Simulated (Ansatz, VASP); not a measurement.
**Lu3Pt2: VASP beside Ansatz**

```
Lu Pt
1.0
     7.41292    0.00000    0.00000
    -3.70646    6.41977    0.00000
     0.00000    0.00000    3.65656
Lu Pt
3 2
Direct
  0.50000 0.00000 0.00000
  0.00000 0.50000 0.00000
  0.50000 0.50000 0.00000
  0.33333 0.66667 0.50000
  0.66667 0.33333 0.50000
```

Alike in both runs: functional PBE; k mesh 6 × 6 × 10; occupations gaussian, width 0.1 eV; no spin polarisation.

Ansatz relaxed the structure, and its values are those at the end. VASP's run is a single point on that final structure, the one shown.

|  | VASP | Ansatz |
| --- | --- | --- |
| version | VASP 6.6.1 | Ansatz 0.2.0 |
| potentials or method | VASP PAW PBE potentials, release 64 (Lu, Pt), cutoff 520 eV | scalar-relativistic, plane waves, PAW |
| valence electrons in the cell | 95 | 111 |

|  | VASP | Ansatz | Ansatz less VASP |
| --- | --- | --- | --- |
| gap on the k mesh at the Fermi level (eV) | none | none | - |
| pressure (GPa) | -1.2 | 0.0 | +1.23 |

A gap of «none» marks a metal or a gap that the smearing closes. VASP's potentials hold 95 valence electrons a cell and Ansatz's 111, so a difference there can come from the potentials and not from the codes.

Spin-orbit coupling is off throughout.
